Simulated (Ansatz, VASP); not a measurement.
## One calculation of CS2, two programs

File INCAR:

```
SYSTEM = CS2
  ALGO = Normal
  EDIFF = 1E-7
  ENCUT = 520
  GGA = PS
  ISIF = 2
  ISMEAR = -1
  LASPH = .TRUE.
  LCHARG = .FALSE.
  LREAL = .FALSE.
  LWAVE = .FALSE.
  NBANDS = 25
  NELM = 100
  PREC = Accurate
  SIGMA = 0.05
```

File KPOINTS:

```
k-points
0
G
  6 6 3
  0 0 0
```

File POSCAR:

```
CS2
1.0
    3.5965145544     -2.9538453365      0.0000000000
    3.5965145544      2.9538453365      0.0000000000
    0.0000000000      0.0000000000      9.7181155843
S C
4 2
Direct
    0.1815210000      0.8184790000      0.8868670000
    0.3184790000      0.6815210000      0.3868670000
    0.6815210000      0.3184790000      0.6131330000
    0.8184790000      0.1815210000      0.1131330000
    0.5000000000      0.5000000000      0.5000000000
    0.0000000000      0.0000000000      0.0000000000
```

File input.yaml:

```yaml
crystal:
  lattice:
    - [3.5965145544, -2.9538453365, 0.0]
    - [3.5965145544, 2.9538453365, 0.0]
    - [0.0, 0.0, 9.7181155843]
  atoms:
    - { symbol: S, position: [0.181521, 0.818479, 0.886867] }
    - { symbol: S, position: [0.318479, 0.681521, 0.386867] }
    - { symbol: S, position: [0.681521, 0.318479, 0.613133] }
    - { symbol: S, position: [0.818479, 0.181521, 0.113133] }
    - { symbol: C, position: [0.5, 0.5, 0.5] }
    - { symbol: C, position: [0.0, 0.0, 0.0] }
kpoints:
  mp_grid: { grid: [6, 6, 3] }
scf:
  occupations: { method: fermi_dirac, width: 0.05 }
hamiltonian:
  xc: pbesol
  pseudopotentials: { kind: all_electron, lapw: { basis_error: 0.001 } }
output:
  forces: true
  stress: true
  eigenvalues: true
```

Change from the starting cell: volume scaled by 0.96.

Alike in both runs: task single point; functional PBEsol; k mesh 6 × 6 × 3; occupations fermi-dirac, width 0.05 eV; no spin polarisation.

|  | VASP | Ansatz |
| --- | --- | --- |
| version | VASP 6.6.1 | Ansatz 0.2.0 |
| potentials or method | VASP PAW PBE potentials, release 64 (S, C), cutoff 520 eV | all-electron LAPW, scalar-relativistic |

VASP gave:

| Property | Result |
| --- | --- |
| gap on the k mesh at the Fermi level (eV) | 3.46 |
| least direct gap on the mesh (eV) | 3.46 |
| pressure (GPa) | 1.4 |
| traceless stress, the component that is largest in VASP (GPa) | -1.61 |
| rms of the force components (eV/Å) | 0.475 |

Problem. Estimate Ansatz's values.

Solution. gap on the k mesh at the Fermi level (eV): 3.44; least direct gap on the mesh (eV): 3.44; pressure (GPa): 1.7; traceless stress, the component that is largest in VASP (GPa): -1.94; rms of the force components (eV/Å): 0.573.

VASP's potentials were made for PBE, not for PBEsol. Atom by atom the forces differ by 0.098 eV/Å (rms over components). Ansatz ran all-electron here, and VASP with PAW potentials.
